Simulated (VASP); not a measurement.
# KCl (P4/mmm) in VASP: notebook

KCl is run at these levels: PBE; tasks: single point.

Everything below comes from runs of VASP 6.6.1. Logs are shortened: lines on timing, memory, paths and dates and some standing lists are left out, and cuts for length are marked.

### 1 The cell of the first run

It takes space group P4/mmm (No. 123, tetragonal). Conventional cell: a = 3.897 Å, b = 3.897 Å, c = 3.724 Å, α = 90.00°, β = 90.00°, γ = 90.00°. K (site symmetry 4/mmm) has 8 Cl at 3.33 Å and 6 K at 3.72 to 3.90 Å within 4.4 Å. Within 4.4 Å of Cl (site symmetry 4/mmm) lie 8 K at 3.33 Å and 6 Cl at 3.72 to 3.90 Å.

### 2 Single point, PBE (strain +0.015 along x and y, -0.030 along z)

Input file INCAR:

```
SYSTEM = KCl
  ALGO = Normal
  EDIFF = 1E-6
  ENCUT = 520
  GGA = PE
  ISIF = 2
  ISMEAR = 0
  LASPH = .True.
  LCHARG = .True.
  LELF = .True.
  LREAL = .False.
  LVHAR = .True.
  LWAVE = .False.
  NBANDS = 15
  NELM = 80
  PREC = Accurate
  SIGMA = 0.05
```

Input file KPOINTS:

```
k-points
0
Gamma
  6 6 6
  0 0 0
```

Input file POSCAR:

```
KCl
1.0
    3.8967839400      0.0000000000      0.0000000000
    0.0000000000      3.8967839400      0.0000000000
    0.0000000000      0.0000000000      3.7240201200
K Cl
1 1
Direct
    0.0000000000      0.0000000000      0.0000000000
    0.5000000000      0.5000000000      0.5000000000
```

Potentials or basis: VASP PAW PBE potentials, release 64 (K_sv, Cl).

The run is started by

```sh
$ cat potpaw_PBE.64/K_sv/POTCAR potpaw_PBE.64/Cl/POTCAR > POTCAR
$ mpirun -np 1 vasp_std > vasp.out
```

OUTCAR:

```text
SYSTEM = KCl
   EDIFF = 1E-6
   ENCUT = 520
   GGA = PE
   ISIF = 2
   ISMEAR = 0
   LASPH = .True.
   LREAL = .False.
   NELM = 80
   PREC = Accurate

 ion  position               nearest neighbor table
   1  0.000  0.000  0.000-
   2  0.500  0.500  0.500-

  LATTYP: Found a simple tetragonal cell.
 ALAT       =     3.8967839400
 C/A-ratio  =     0.9556650246

  Lattice vectors:

 A1 = (   3.8967839400,   0.0000000000,   0.0000000000)
 A2 = (   0.0000000000,   3.8967839400,   0.0000000000)
 A3 = (   0.0000000000,   0.0000000000,   3.7240201200)

Analysis of symmetry for initial positions (statically):
=====================================================================
 Subroutine PRICEL returns:
 Original cell was already a primitive cell.

 Routine SETGRP: Setting up the symmetry group for a
 simple tetragonal supercell.

 Subroutine GETGRP returns: Found 16 space group operations
 (whereof 16 operations were pure point group operations)
 out of a pool of 16 trial point group operations.

The static configuration has the point symmetry D_4h.

Analysis of symmetry for dynamics (positions and initial velocities):
=====================================================================
 Subroutine PRICEL returns:
 Original cell was already a primitive cell.

 Routine SETGRP: Setting up the symmetry group for a
 simple tetragonal supercell.

 Subroutine GETGRP returns: Found 16 space group operations
 (whereof 16 operations were pure point group operations)
 out of a pool of 16 trial point group operations.

The dynamic configuration has the point symmetry D_4h.

 Subroutine INISYM returns: Found 16 space group operations
 (whereof 16 operations are pure point group operations),
 and found     1 'primitive' translations

----------------------------------------------------------------------------------------

                                     Primitive cell

  volume of cell :      56.5490

  direct lattice vectors                    reciprocal lattice vectors
     3.896783940  0.000000000  0.000000000     0.256621875  0.000000000  0.000000000
     0.000000000  3.896783940  0.000000000     0.000000000  0.256621875  0.000000000
     0.000000000  0.000000000  3.724020120     0.000000000  0.000000000  0.268527013

  length of vectors
     3.896783940  3.896783940  3.724020120     0.256621875  0.256621875  0.268527013

  position of ions in fractional coordinates (direct lattice)
     0.000000000  0.000000000  0.000000000
     0.500000000  0.500000000  0.500000000

  ion indices of the primitive-cell ions
   primitive index   ion index
                 1           1
                 2           2

----------------------------------------------------------------------------------------

 KPOINTS: k-points

Automatic generation of k-mesh.
 Grid dimensions read from file:
 generate k-points for:    6    6    6

 Generating k-lattice:

  Cartesian coordinates                     Fractional coordinates (reciprocal lattice)
     0.042770312  0.000000000  0.000000000     0.166666667  0.000000000  0.000000000
     0.000000000  0.042770312  0.000000000     0.000000000  0.166666667  0.000000000
     0.000000000  0.000000000  0.044754502     0.000000000  0.000000000  0.166666667

  Length of vectors
     0.042770312  0.042770312  0.044754502

  Shift w.r.t. Gamma in fractional coordinates (k-lattice)
     0.000000000  0.000000000  0.000000000

 Subroutine IBZKPT returns following result:
 ===========================================

 Found     40 irreducible k-points:

 Following reciprocal coordinates:
            Coordinates               Weight
  0.000000  0.000000  0.000000      1.000000
  0.166667  0.000000  0.000000      4.000000
  0.333333  0.000000  0.000000      4.000000
  0.500000  0.000000  0.000000      2.000000
  0.166667  0.166667  0.000000      4.000000
  0.333333  0.166667  0.000000      8.000000
[... 16 lines left out ...]
  0.333333  0.000000  0.333333      8.000000
  0.500000  0.000000  0.333333      4.000000
 [... further k-points ...]
   k-points           NKPTS =     40   k-points in BZ     NKDIM =     40   number of bands    NBANDS=     15
   number of dos      NEDOS =    301   number of ions     NIONS =      2
   total plane-waves  NPLWV =  25200
   dimension x,y,z NGX =    30 NGY =   30 NGZ =   28
   dimension x,y,z NGXF=    60 NGYF=   60 NGZF=   56
   ions per type =               1   1
   NGX,Y,Z   is equivalent  to a cutoff of  12.80, 12.80, 12.50 a.u.
   NGXF,Y,Z  is equivalent  to a cutoff of  25.60, 25.60, 25.00 a.u.
 SYSTEM =  KCl
   PREC   = accura    normal or accurate (medium, high low for compatibility)
   ISTART =      0    job   : 0-new  1-cont  2-samecut
   ICHARG =      2    charge: 1-file 2-atom 10-const
   ISPIN  =      1    spin polarized calculation?
   LNONCOLLINEAR =      F non collinear calculations
   LSORBIT =      F    spin-orbit coupling
   LASPH  =      T    aspherical Exc in radial PAW
   ENCUT  =  520.0 eV  38.22 Ry    6.18 a.u.   7.25  7.25  6.92*2*pi/ulx,y,z
   NELM   =     80;   NELMIN=  2; NELMDL= -5     # of ELM steps
   EDIFF  = 0.1E-05   stopping-criterion for ELM
   LREAL  =      F    real-space projection
   EDIFFG = 0.1E-04   stopping-criterion for IOM
   NSW    =      0    number of steps for IOM
   IBRION =     -1    ionic relax: 0-MD 1-quasi-New 2-CG
   NFREE  =      0    steps in history (QN), initial steepest desc. (CG)
   ISIF   =      2    stress and relaxation
   ISYM   =      2    0-nonsym 1-usesym 2-fastsym
   POTIM  = 0.5000    time-step for ionic-motion
   TEBEG  =    0.0;   TEEND  =   0.0 temperature during run
   PSTRESS=    0.0 pullay stress
   NELECT =      16.0000    total number of electrons
   NUPDOWN=      -1.0000    fix difference up-down
   EMIN   =  10.00;   EMAX   =-10.00  energy-range for DOS
   EFERMI =   0.00;   METHOD = LEGACY
   ISMEAR =     0;   SIGMA  =   0.05  broadening in eV -4-tet -1-fermi 0-gaus
   EFERMI_NEDOS =   21; number of points for ismear=-14 and -15
   IALGO  =     38    algorithm
   IMIX   =      4    mixing-type and parameters
     AMIX     =   0.40;   BMIX     =  1.00
     AMIX_MAG =   1.60;   BMIX_MAG =  1.00
  volume/ion in A,a.u.               =      28.27       190.81
  Fermi-wavevector in a.u.,A,eV,Ry     =   1.074748  2.030979 15.715859  1.155083
  Thomas-Fermi vector in A             =   2.210585
   LORBIT       =      0    0 simple, 1 ext, 2 COOP (PROOUT), +10 PAW based schemes
   GGA     = PE    functional components
   LHFCALC =     F    Hartree Fock is set to
   AEXX    =    0.0000 exact exchange contribution
   IVDW    =     0    specifies the selected vdW correction
   LEPSILON=     F    determine dielectric tensor
   LRPA    =     F    only Hartree local field effects (RPA)
 non-spin polarized calculation
 Gauss-broadening in eV      SIGMA  =   0.05
  energy-cutoff  :      520.00
  volume of cell :       56.55
 maximum number of plane-waves:      1550
 NGX is ok and might be reduce to    30
   NGX = 15   NGY = 15   NGZ = 13

 number of electron      15.9999997 magnetization

 Free energy of the ion-electron system (eV)
  ---------------------------------------------------
  ext. energy  EPLUGINS =         0.00000000
  ---------------------------------------------------
  free energy    TOTEN  =        -6.64486714 eV

  energy without entropy =       -6.64486714  energy(sigma->0) =       -6.64486714

 E-fermi :  -0.4027     XC(G=0):  -8.0744

 val. band max:       -0.6837619132   @ k =   0.5000   0.5000   0.0000
 cond. band min:       3.9522468806   @ k =   0.0000   0.0000   0.0000
 fundamental gap:      4.6360087938
 Fermi energy:        -0.4026576960

 k-point     1 :       0.0000    0.0000    0.0000
  band No.  band energies     occupation
      1     -28.9028      2.00000
      2     -13.3917      2.00000
      3     -12.2939      2.00000
      4     -12.2939      2.00000
      5     -12.2729      2.00000
      6      -1.1048      2.00000
      7      -1.1048      2.00000
      8      -0.8574      2.00000
      9       3.9522      0.00000
     10       5.6460      0.00000
     11       5.8466      0.00000
     12       9.6019      0.00000
     13       9.9196      0.00000
     14       9.9196      0.00000
     15      12.5545      0.00000

 k-point     2 :       0.1667    0.0000    0.0000
  band No.  band energies     occupation
      1     -28.8988      2.00000
      2     -13.4412      2.00000
      3     -12.2869      2.00000
      4     -12.2668      2.00000
      5     -12.2491      2.00000
      6      -1.5536      2.00000
      7      -1.1122      2.00000
      8      -0.8587      2.00000
      9       4.5593      0.00000
     10       6.0005      0.00000
     11       6.2044      0.00000
     12       9.5607      0.00000
     13       9.8409      0.00000
     14      10.0348      0.00000
     15      11.7341      0.00000

 k-point     3 :       0.3333    0.0000    0.0000
  band No.  band energies     occupation
      1     -28.8908      2.00000
      2     -13.5368      2.00000
      3     -12.2728      2.00000
      4     -12.2545      2.00000
      5     -12.1589      2.00000
      6      -2.2715      2.00000
      7      -1.1279      2.00000
      8      -0.8620      2.00000
      9       5.8199      0.00000
     10       6.6023      0.00000
     11       7.1439      0.00000
     12       9.5907      0.00000
     13       9.7688      0.00000
     14      10.2033      0.00000
     15      10.2978      0.00000
[... 343 lines left out ...]
 k-point    23 :       0.3333    0.0000    0.3333
  band No.  band energies     occupation
      1     -28.8718      2.00000
      2     -13.3299      2.00000
      3     -12.4670      2.00000
      4     -12.2726      2.00000
      5     -12.2476      2.00000
      6      -2.0066      2.00000
      7      -1.8051      2.00000
      8      -0.9838      2.00000
      9       6.0137      0.00000
     10       6.5735      0.00000
     11       8.3262      0.00000
     12       8.6609      0.00000
     13       8.9033      0.00000
     14       9.1701      0.00000
     15      11.4009      0.00000

 k-point    24 :       0.5000    0.0000    0.3333
  band No.  band energies     occupation
      1     -28.8680      2.00000
      2     -13.2679      2.00000
      3     -12.4883      2.00000
      4     -12.3425      2.00000
      5     -12.2420      2.00000
      6      -2.1229      2.00000
      7      -1.8067      2.00000
      8      -0.9482      2.00000
      9       5.8397      0.00000
     10       6.5247      0.00000
     11       8.2430      0.00000
     12       8.4044      0.00000
     13       8.9660      0.00000
     14      10.1618      0.00000
     15      11.1510      0.00000

 [... further k-points ...]

------------------------ aborting loop because EDIFF is reached ----------------------------------------

  FORCE on cell =-STRESS in cart. coord.  units (eV):
  Direction    XX          YY          ZZ          XY          YZ          ZX
  --------------------------------------------------------------------------------------
  -------------------------------------------------------------------------------------
  Total       -0.2403563     -0.2403563      0.4528081      0.0000000      0.0000000      0.0000000
  in kB       -6.8099109     -6.8099109     12.8292168      0.0000000      0.0000000      0.0000000
  external PRESSURE =      -0.2635350 kB  Pullay stress =       0.0000000 kB

 VOLUME and BASIS-vectors are now :
 -----------------------------------------------------------------------------
  energy-cutoff  :      520.00
  volume of cell :       56.55
      direct lattice vectors                 reciprocal lattice vectors
     3.896783940  0.000000000  0.000000000     0.256621875  0.000000000  0.000000000
     0.000000000  3.896783940  0.000000000     0.000000000  0.256621875  0.000000000
     0.000000000  0.000000000  3.724020120     0.000000000  0.000000000  0.268527013

 POSITION                                       TOTAL-FORCE (eV/Angst)
 -----------------------------------------------------------------------------------
      0.00000      0.00000      0.00000         0.000000      0.000000      0.000000
      1.94839      1.94839      1.86201         0.000000      0.000000      0.000000
 -----------------------------------------------------------------------------------
    total drift:                                0.000000      0.000000     -0.000000

  FREE ENERGIE OF THE ION-ELECTRON SYSTEM (eV)
  ---------------------------------------------------
  free  energy   TOTEN  =        -6.6448671418 eV

  energy  without entropy=       -6.6448671418  energy(sigma->0) =       -6.64486714
```

It took 22 s on 1 thread of Intel Xeon Platinum 8375C at 2.90GHz (Ice Lake), shared host; peak memory 0.18 GiB.

Results:

- Free energy: -6.6449 eV
- Pressure: 0.0 GPa
- Band gap on the k mesh: 4.64 eV (least direct gap 4.81 eV)

Stress tensor (GPa, compression positive):
```
-0.68  0.00  0.00
 0.00 -0.68  0.00
 0.00  0.00  1.28
```

Levels at points of the mesh, in eV from the valence-band top:
| k point | band 6 | band 7 | band 8 | band 9 | band 10 | band 11 |
| --- | --- | --- | --- | --- | --- | --- |
| (0.00, 0.00, 0.00) | -0.42 | -0.42 | -0.17 | 4.64 | 6.33 | 6.53 |
| (0.50, 0.00, 0.00) | -1.89 | -0.45 | -0.18 | 7.54 | 7.64 | 8.07 |
| (0.50, 0.50, 0.00) | -1.34 | -1.34 | 0.00 | 5.95 | 7.38 | 9.08 |
| (0.00, 0.00, 0.50) | -1.91 | -0.40 | -0.40 | 7.57 | 7.84 | 8.28 |
| (0.50, 0.00, 0.50) | -1.38 | -1.28 | -0.20 | 6.09 | 7.02 | 8.58 |
| (0.50, 0.50, 0.50) | -1.50 | -1.42 | -1.42 | 8.62 | 8.62 | 8.75 |

Caveat: the cell differs from its parent crystal (strain +0.015 along x and y, -0.030 along z).

### 3 Single point, PBE (strain +0.000 along x and y, +0.015 along z)

Input file INCAR:

```
  PREC = Accurate
  ENCUT = 520
  EDIFF = 1E-6
  ISMEAR = 0
  SIGMA = 0.05
  LREAL = F
  LASPH = T
  NELM = 100
  ALGO = Normal
  ISIF = 2
  LWAVE = F
  LCHARG = F
  GGA = PE
  NBANDS = 15
```

Input file KPOINTS:

```
Automatic mesh
0
Gamma
  6 6 6
```

Input file POSCAR:

```
KCl
1.0
    3.8391960000      0.0000000000      0.0000000000
    0.0000000000      3.8391960000      0.0000000000
    0.0000000000      0.0000000000      3.8967839400
K Cl
1 1
Direct
    0.0000000000      0.0000000000      0.0000000000
    0.5000000000      0.5000000000      0.5000000000
```

Potentials or basis: VASP PAW PBE potentials, release 64 (K_sv, Cl).

The run is started by

```sh
$ cat potpaw_PBE.64/K_sv/POTCAR potpaw_PBE.64/Cl/POTCAR > POTCAR
$ mpirun -np 1 vasp_std > vasp.out
```

Run time: 22 s. Hardware: 1 thread of Intel Xeon Platinum 8375C at 2.90GHz (Ice Lake), shared host; peak memory 0.18 GiB.

Results (log left out):

```yaml
Free_energy: -6.6535 eV
Pressure: -0.3 GPa
Band_gap_on_the_k_mesh: 4.71 eV (least direct gap 4.91 eV)
```

Stress tensor (GPa, compression positive):
```
-0.10  0.00  0.00
 0.00 -0.10  0.00
 0.00  0.00 -0.73
```

Levels at points of the mesh, in eV from the valence-band top:
```csv
k point,band 6,band 7,band 8,band 9,band 10,band 11
"(0.00, 0.00, 0.00)",-0.27,-0.20,-0.20,4.71,6.53,6.59
"(0.50, 0.00, 0.00)",-1.74,-0.28,-0.19,7.61,7.88,8.17
"(0.50, 0.50, 0.00)",-1.19,-1.19,-0.06,6.18,7.16,8.81
"(0.00, 0.00, 0.50)",-1.74,-0.21,-0.21,7.61,7.85,8.06
"(0.50, 0.00, 0.50)",-1.21,-1.17,0.00,6.13,7.28,8.92
"(0.50, 0.50, 0.50)",-1.30,-1.30,-1.28,8.71,8.75,8.75
```

Caveat: the cell differs from its parent crystal (strain +0.000 along x and y, +0.015 along z).
